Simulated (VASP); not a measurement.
# LiTc12 (a cell with a defect) in VASP: single point with LDA

Aim: the single point of LiTc12 (a cell with a defect) with LDA.

Program: VASP 6.6.1. These are calculated values, not measurements. Logs are shortened: lines on timing, memory, paths and dates and some standing lists are left out, and cuts for length are marked.

## 1. The cell of the first run

The cell holds a defect, 13 atoms: a = 5.480 Å, b = 8.220 Å, c = 4.395 Å, α = 90.00°, β = 90.00°, γ = 120.00°.

## 2. Single point, LDA

File INCAR:

```
SYSTEM = LiTc12
PREC = Accurate ; ENCUT = 520
EDIFF = 1E-7 ; ISMEAR = -1
SIGMA = 0.15 ; LREAL = .FALSE.
LASPH = .TRUE. ; NELM = 60
ALGO = Normal ; ISIF = 2
LWAVE = .FALSE. ; LCHARG = .FALSE.
GGA = CA ; NBANDS = 92
```

File KPOINTS:

```
regular mesh
0
G
  2 2 2
  0 0 0
```

File POSCAR:

```
LiTc12
1.0
    5.4800000000      0.0000000000      0.0000000000
   -4.1100000000      7.1187290000      0.0000000000
    0.0000000000      0.0000000000      4.3949600000
Tc Li
12 1
Direct
    0.0218783304      0.0262057526     -0.0255856400
    0.1593001129      0.2248035999      0.4965039996
   -0.0118285515      0.3258423400     -0.0117702750
    0.1757290222      0.5685007059      0.4846008250
    0.0002932994      0.6502296288     -0.0440380799
    0.1973359903      0.9064690395      0.5383058825
    0.4892488028     -0.0140404559      0.0171406380
    0.6768037232      0.2283648154      0.5127618848
    0.5058927329      0.3299193507      0.0042812832
    0.6432622931      0.5278661036      0.5271048754
    0.4672733469      0.6478530197     -0.0373853235
    0.6656012923      0.9042352759      0.5465466694
    0.8316600050      0.7769350240      0.2507704605
```

Potentials or basis: VASP PAW LDA potentials, release 64 (Tc_pv, Li_sv).

Command:

```bash
cat potpaw_LDA.64/Tc_pv/POTCAR potpaw_LDA.64/Li_sv/POTCAR > POTCAR
mpirun -np 1 vasp_std > vasp.out
```

OUTCAR:

```text
SYSTEM = LiTc12
   PREC = Accurate
   ENCUT = 520
   EDIFF = 1E-7
   ISMEAR = -1
   LREAL = .FALSE.
   LASPH = .TRUE.
   NELM = 60
   ISIF = 2
   GGA = CA

 ion  position               nearest neighbor table
   1  0.022  0.026  0.974-  13 2.15  12 2.53   2 2.53   6 2.55   3 2.56   9 2.58   2 2.70   7 2.75
                             7 2.77   6 3.00  12 3.03   5 3.03  11 3.08
   2  0.159  0.225  0.497-   1 2.53  10 2.58   3 2.65   8 2.66  12 2.68   1 2.70   3 2.71   9 2.72
                             6 2.73   9 2.77   4 2.78   8 2.82
   3  0.988  0.326  0.988-   8 2.56   1 2.56   5 2.64  11 2.64   2 2.65   9 2.66   2 2.71   8 2.74
                             7 2.77   4 2.78   4 2.81   9 2.82
   4  0.176  0.569  0.485-   5 2.51  11 2.52  11 2.68   5 2.72   6 2.73  12 2.74  10 2.75   8 2.77
                            10 2.77   2 2.78   3 2.78   3 2.81
   5  0.000  0.650  0.956-  13 2.14   4 2.51  10 2.53  11 2.57   6 2.59   3 2.64   9 2.68   4 2.72
                             7 2.73  11 2.91  10 3.03   1 3.03   6 3.14
   6  0.197  0.906  0.538-  13 2.15   7 2.52   1 2.55  12 2.58   5 2.59   8 2.64   7 2.68   4 2.73
                             2 2.73  12 2.90   1 3.00  10 3.08   5 3.14
   7  0.489  0.986  0.017-  12 2.51   6 2.52   6 2.68  12 2.73  11 2.73   5 2.73   1 2.75   3 2.77
                             1 2.77   8 2.78   9 2.78   8 2.81
   8  0.677  0.228  0.513-  10 2.56   3 2.56  12 2.64   6 2.64   9 2.65   2 2.66   9 2.71   3 2.74
                             4 2.77   7 2.78   7 2.81   2 2.82
   9  0.506  0.330  0.004-  10 2.53   1 2.58   8 2.65   3 2.66   5 2.68  10 2.70   8 2.71   2 2.72
                            11 2.73   2 2.77   7 2.78   3 2.82
  10  0.643  0.528  0.527-  13 2.15   9 2.53   5 2.53  11 2.55   8 2.56   2 2.58   9 2.70   4 2.75
                             4 2.77  11 3.00   5 3.03  12 3.04   6 3.08
  11  0.467  0.648  0.963-  13 2.14   4 2.52  10 2.55   5 2.57  12 2.58   3 2.64   4 2.68   9 2.73
                             7 2.73   5 2.91  10 3.00   1 3.08  12 3.15
  12  0.666  0.904  0.547-  13 2.14   7 2.51   1 2.53   6 2.58  11 2.58   8 2.64   2 2.68   7 2.73
                             4 2.74   6 2.90   1 3.03  10 3.04  11 3.15
  13  0.832  0.777  0.251-  12 2.14   5 2.14  11 2.14   6 2.15  10 2.15   1 2.15

  LATTYP: Found a simple monoclinic cell.
 ALAT       =     5.4800000000
 B/A-ratio  =     0.8020000000
 C/A-ratio  =     1.3228756879
 COS(beta)  =    -0.1889822319

  Lattice vectors:

 A1 = (   5.4800000000,   0.0000000000,   0.0000000000)
 A2 = (   0.0000000000,   0.0000000000,   4.3949600000)
 A3 = (  -1.3700000000,  -7.1187290000,   0.0000000000)

Analysis of symmetry for initial positions (statically):
=====================================================================
 Subroutine PRICEL returns:
 Original cell was already a primitive cell.

 Routine SETGRP: Setting up the symmetry group for a
 simple monoclinic supercell.

 Subroutine GETGRP returns: Found  1 space group operations
 (whereof  1 operations were pure point group operations)
 out of a pool of  4 trial point group operations.

The static configuration has the point symmetry C_1 .

Analysis of symmetry for dynamics (positions and initial velocities):
=====================================================================
 Subroutine PRICEL returns:
 Original cell was already a primitive cell.

 Routine SETGRP: Setting up the symmetry group for a
 simple monoclinic supercell.

 Subroutine GETGRP returns: Found  1 space group operations
 (whereof  1 operations were pure point group operations)
 out of a pool of  4 trial point group operations.

The dynamic configuration has the point symmetry C_1 .

 Subroutine INISYM returns: Found  1 space group operations
 (whereof  1 operations are pure point group operations),
 and found     1 'primitive' translations

----------------------------------------------------------------------------------------

                                     Primitive cell

  volume of cell :     171.4502

  direct lattice vectors                    reciprocal lattice vectors
     5.480000000  0.000000000  0.000000000     0.182481752  0.105355886  0.000000000
    -4.110000000  7.118729000  0.000000000     0.000000000  0.140474514  0.000000000
     0.000000000  0.000000000  4.394960000     0.000000000  0.000000000  0.227533356
[... 46 lines left out ...]
     0.091240876  0.052677943  0.000000000     0.500000000  0.000000000  0.000000000
     0.000000000  0.070237257  0.000000000     0.000000000  0.500000000  0.000000000
     0.000000000  0.000000000  0.113766678     0.000000000  0.000000000  0.500000000

  Length of vectors
     0.105355888  0.070237257  0.113766678

  Shift w.r.t. Gamma in fractional coordinates (k-lattice)
     0.000000000  0.000000000  0.000000000

 Subroutine IBZKPT returns following result:
 ===========================================

 Found      8 irreducible k-points:

 Following reciprocal coordinates:
            Coordinates               Weight
  0.000000  0.000000  0.000000      1.000000
  0.500000  0.000000  0.000000      1.000000
  0.000000  0.500000  0.000000      1.000000
  0.500000  0.500000  0.000000      1.000000
  0.000000  0.000000  0.500000      1.000000
  0.500000  0.000000  0.500000      1.000000
  0.000000  0.500000  0.500000      1.000000
  0.500000  0.500000  0.500000      1.000000
   k-points           NKPTS =      8   k-points in BZ     NKDIM =      8   number of bands    NBANDS=     92
   number of dos      NEDOS =    301   number of ions     NIONS =     13
   total plane-waves  NPLWV =  96768
   dimension x,y,z NGX =    42 NGY =   64 NGZ =   36
   dimension x,y,z NGXF=    84 NGYF=  128 NGZF=   72
   ions per type =              12   1
   NGX,Y,Z   is equivalent  to a cutoff of  12.74, 12.94, 13.62 a.u.
   NGXF,Y,Z  is equivalent  to a cutoff of  25.48, 25.89, 27.24 a.u.
 SYSTEM =  LiTc12
   PREC   = accura    normal or accurate (medium, high low for compatibility)
   ISTART =      0    job   : 0-new  1-cont  2-samecut
   ICHARG =      2    charge: 1-file 2-atom 10-const
   ISPIN  =      1    spin polarized calculation?
   LNONCOLLINEAR =      F non collinear calculations
   LSORBIT =      F    spin-orbit coupling
   LASPH  =      T    aspherical Exc in radial PAW
   ENCUT  =  520.0 eV  38.22 Ry    6.18 a.u.  10.19 15.28  8.17*2*pi/ulx,y,z
   NELM   =     60;   NELMIN=  2; NELMDL= -5     # of ELM steps
   EDIFF  = 0.1E-06   stopping-criterion for ELM
   LREAL  =      F    real-space projection
   EDIFFG = 0.1E-05   stopping-criterion for IOM
   NSW    =      0    number of steps for IOM
   IBRION =     -1    ionic relax: 0-MD 1-quasi-New 2-CG
   NFREE  =      0    steps in history (QN), initial steepest desc. (CG)
   ISIF   =      2    stress and relaxation
   ISYM   =      2    0-nonsym 1-usesym 2-fastsym
   POTIM  = 0.5000    time-step for ionic-motion
   TEBEG  =    0.0;   TEEND  =   0.0 temperature during run
   PSTRESS=    0.0 pullay stress
   NELECT =     159.0000    total number of electrons
   NUPDOWN=      -1.0000    fix difference up-down
   EMIN   =  10.00;   EMAX   =-10.00  energy-range for DOS
   EFERMI =   0.00;   METHOD = LEGACY
   ISMEAR =    -1;   SIGMA  =   0.15  broadening in eV -4-tet -1-fermi 0-gaus
   EFERMI_NEDOS =   21; number of points for ismear=-14 and -15
   IALGO  =     38    algorithm
   IMIX   =      4    mixing-type and parameters
     AMIX     =   0.40;   BMIX     =  1.00
     AMIX_MAG =   1.60;   BMIX_MAG =  1.00
  volume/ion in A,a.u.               =      13.19        89.00
  Fermi-wavevector in a.u.,A,eV,Ry     =   1.596472  3.016894 34.677466  2.548722
  Thomas-Fermi vector in A             =   2.694229
   LORBIT       =      0    0 simple, 1 ext, 2 COOP (PROOUT), +10 PAW based schemes
   GGA     = CA    functional components
   LHFCALC =     F    Hartree Fock is set to
   AEXX    =    0.0000 exact exchange contribution
   IVDW    =     0    specifies the selected vdW correction
   LEPSILON=     F    determine dielectric tensor
   LRPA    =     F    only Hartree local field effects (RPA)
 non-spin polarized calculation
  energy-cutoff  :      520.00
  volume of cell :      171.45
 maximum number of plane-waves:      4640
 NGX is ok and might be reduce to    42
   NGX = 21   NGY = 31   NGZ = 17

 number of electron     159.0000003 magnetization

 Free energy of the ion-electron system (eV)
  ---------------------------------------------------
  ext. energy  EPLUGINS =         0.00000000
  ---------------------------------------------------
  free energy    TOTEN  =      -139.64385395 eV

  energy without entropy =     -138.77643515  energy(sigma->0) =     -139.21014455

 E-fermi :  12.8982     XC(G=0): -14.1116

 val. band max:       12.8551091719   @ k =   0.5000   0.0000   0.5000
 cond. band min:      12.9064776448   @ k =   0.5000   0.5000   0.0000
 fundamental gap:      0.0513684729
 Fermi energy:        12.8982180574

 k-point     1 :       0.0000    0.0000    0.0000
  band No.  band energies     occupation
      1     -31.4888      2.00000
      2     -26.4599      2.00000
      3     -26.3115      2.00000
      4     -26.2519      2.00000
      5     -26.2329      2.00000
      6     -26.1915      2.00000
[... 741 lines left out ...]
     90      15.1575      0.00000
     91      15.4177      0.00000
 [bands above 91 left out]

------------------------ aborting loop because EDIFF is reached ----------------------------------------

  FORCE on cell =-STRESS in cart. coord.  units (eV):
  Direction    XX          YY          ZZ          XY          YZ          ZX
  --------------------------------------------------------------------------------------
  -------------------------------------------------------------------------------------
  Total       11.6217154      3.7291522     10.7888679     -0.6106743      2.0312232     -0.5330998
  in kB      108.6032630     34.8483922    100.8204224     -5.7066634     18.9814896     -4.9817416
  external PRESSURE =      81.4240258 kB  Pullay stress =       0.0000000 kB

 VOLUME and BASIS-vectors are now :
 -----------------------------------------------------------------------------
  energy-cutoff  :      520.00
  volume of cell :      171.45
      direct lattice vectors                 reciprocal lattice vectors
     5.480000000  0.000000000  0.000000000     0.182481752  0.105355886  0.000000000
    -4.110000000  7.118729000  0.000000000     0.000000000  0.140474514  0.000000000
     0.000000000  0.000000000  4.394960000     0.000000000  0.000000000  0.227533356

 POSITION                                       TOTAL-FORCE (eV/Angst)
 -----------------------------------------------------------------------------------
      0.01219      0.18655      4.28251         0.022056     -0.010536     -0.006031
     -0.05098      1.60032      2.18212         0.024772      0.034400      0.030842
      4.07597      2.31958      4.34323         0.010160     -0.000866     -0.014063
     -1.37354      4.04700      2.12980         0.012682     -0.050578      0.002187
     -2.67084      4.62881      4.20141         0.019376      0.052056     -0.025237
     -2.64419      6.45291      2.36583         0.059447     -0.042182     -0.012673
     -1.37121      7.01878      0.07533         0.001268      0.054150     -0.024014
      2.77031      1.62567      2.25357        -0.008721     -0.006393      0.014688
      1.41632      2.34861      0.01882        -0.021366     -0.054872     -0.015195
      1.35555      3.75774      2.31660        -0.015620      0.038094      0.022845
     -0.10202      4.61189      4.23065        -0.023172      0.028042      0.025256
     -0.06891      6.43701      2.40205        -0.088734     -0.040187      0.005635
      1.36429      5.53079      1.10213         0.007853     -0.001126     -0.004241
 -----------------------------------------------------------------------------------
    total drift:                                0.000037      0.000097     -0.000065

  FREE ENERGIE OF THE ION-ELECTRON SYSTEM (eV)
  ---------------------------------------------------
  free  energy   TOTEN  =      -139.6438539515 eV

  energy  without entropy=     -138.7764351502  energy(sigma->0) =     -139.21014455
```

It took 3.4 min on 1 thread of Intel Xeon Platinum 8259CL at 2.50GHz (Skylake/Cascade Lake), shared host; peak memory 0.28 GiB.

Results:

- Free energy: -139.6439 eV
- Largest force: 0.098 eV/Å

Forces in eV/Å, atoms in the order of the input:
```
Tc   0.022 -0.011 -0.006
Tc   0.025  0.034  0.031
Tc   0.010 -0.001 -0.014
Tc   0.013 -0.051  0.002
Tc   0.019  0.052 -0.025
Tc   0.059 -0.042 -0.013
Tc   0.001  0.054 -0.024
Tc  -0.009 -0.006  0.015
Tc  -0.021 -0.055 -0.015
Tc  -0.016  0.038  0.023
Tc  -0.023  0.028  0.025
Tc  -0.089 -0.040  0.006
Li   0.008 -0.001 -0.004
```

Levels at points of the mesh, in eV from the Fermi level:
```
           k point  band 76  band 77  band 78  band 79  band 80  band 81  band 82  band 83  band 84  band 85
(0.00, 0.00, 0.00)    -0.62    -0.53    -0.39    -0.27    -0.24     0.28     0.95     1.07     1.30     1.32
(0.50, 0.00, 0.00)    -0.52    -0.41    -0.40    -0.36     0.06     0.18     0.39     0.42     0.54     0.81
(0.00, 0.50, 0.00)    -0.71    -0.59    -0.50    -0.45    -0.32    -0.17    -0.15     0.26     0.36     0.44
(0.50, 0.50, 0.00)    -0.61    -0.57    -0.44    -0.41    -0.23     0.01     0.08     0.18     0.49     0.75
(0.00, 0.00, 0.50)    -0.14     0.12     0.18     0.22     0.29     0.48     0.61     0.87     1.36     1.39
(0.50, 0.00, 0.50)    -0.68    -0.53    -0.39    -0.35    -0.04     0.10     0.22     0.32     0.51     0.74
(0.00, 0.50, 0.50)    -0.49     0.12     0.26     0.45     0.47     0.70     0.92     1.31     1.36     1.56
(0.50, 0.50, 0.50)    -0.86    -0.74    -0.52    -0.44    -0.29    -0.13     0.01     0.06     0.22     0.82
```

Caveat: the k points lie up to 0.71 Å⁻¹ apart; the cutoff is under 1.25 times the usual one of these potentials, so pressure, stress and relaxed cells hold a basis-set (Pulay) error.
